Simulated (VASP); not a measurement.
A run of VASP 6.6.1 is set up as follows.

File INCAR:

```
SYSTEM = Ga3As2P
ALGO     = Normal         ! electronic algorithm
EDIFF    = 1E-6           ! SCF threshold, eV
ENCUT    = 520            ! plane-wave cutoff, eV
GGA      = PE             ! functional
ISIF     = 2              ! what is computed and relaxed
ISMEAR   = 0              ! smearing method
LASPH    = .True.         ! aspherical terms in the spheres
LCHARG   = .False.        ! write CHGCAR
LREAL    = .False.        ! projectors in reciprocal space
LWAVE    = .False.        ! write WAVECAR
NBANDS   = 66             ! bands
NELM     = 100            ! most SCF steps
PREC     = Accurate       ! precision mode
SIGMA    = 0.02           ! smearing width, eV
```

File KPOINTS:

```
k-points
0
Gamma
  12 12 2
  0 0 0
```

Contents of POSCAR:

```
Ga3As2P
1.0
    3.9919829093      0.0000000000      0.0000000000
   -1.9959914546      3.4571586109      0.0000000000
    0.0000000000      0.0000000000     19.7518599751
Ga P As
6 2 4
Direct
    0.6666666667      0.3333333333      0.1667139419
    0.6666666667      0.3333333333      0.4967229264
    0.6666666667      0.3333333333      0.8366778947
    0.3333333333      0.6666666667      0.9967229264
    0.3333333333      0.6666666667      0.3366778947
    0.3333333333      0.6666666667      0.6667139419
    0.6666666667      0.3333333333      0.9581193034
    0.3333333333      0.6666666667      0.4581193034
    0.6666666667      0.3333333333      0.2927280841
    0.6666666667      0.3333333333      0.6230378595
    0.3333333333      0.6666666667      0.1230378595
    0.3333333333      0.6666666667      0.7927280841
```

Potentials or basis: VASP PAW PBE potentials, release 64 (Ga_d, P, As).

Launch:

```console
$ cat potpaw_PBE.64/Ga_d/POTCAR potpaw_PBE.64/P/POTCAR potpaw_PBE.64/As/POTCAR > POTCAR
$ mpirun -np 1 vasp_std > vasp.out
```

Predict the pressure.

0.1 GPa.

Estimate the band gap on the k mesh.

0.53 eV.

Predict the largest force.

0.013 eV/Å.

Forces on the atoms (eV/Å):
```
Ga   0.000  0.000 -0.004
Ga   0.000  0.000 -0.013
Ga   0.000  0.000  0.010
Ga   0.000  0.000 -0.013
Ga   0.000  0.000  0.010
Ga   0.000  0.000 -0.004
P    0.000  0.000  0.001
P    0.000  0.000  0.001
As   0.000  0.000  0.003
As   0.000  0.000  0.003
As   0.000  0.000  0.003
As   0.000  0.000  0.003
```

A k mesh can miss the band edges.
